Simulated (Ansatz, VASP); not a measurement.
One calculation of Sr, two programs

```
Sr
1.0
    -2.38630    2.38630    2.53540
     2.38630   -2.38630    2.53540
     2.38630    2.38630   -2.53540
Sr
1
Direct
  0.00000 0.00000 0.00000
```

Alike in both runs: task single point; functional r2SCAN; k mesh 10 × 10 × 10; occupations fermi-dirac, width 0.3 eV; no spin polarisation.

|  | VASP | Ansatz |
| --- | --- | --- |
| version | VASP 6.6.1 | Ansatz 0.2.0 |
| potentials or method | VASP PAW PBE potentials, release 64 (Sr_sv), cutoff 520 eV | plane waves, PAW |
| valence electrons in the cell | 10 | 10 |

```csv
,VASP,Ansatz,Ansatz less VASP
gap on the k mesh at the Fermi level (eV),none,none,-
pressure (GPa),-0.2,-0.2,-0.02
"traceless stress, the component that is largest in VASP (GPa)",-0.09,-0.09,+0.001
```

VASP's potentials were made for PBE, not for r2SCAN. A gap of «none» marks a metal or a gap that the smearing closes. Ansatz's warnings: stress scf threshold loose.
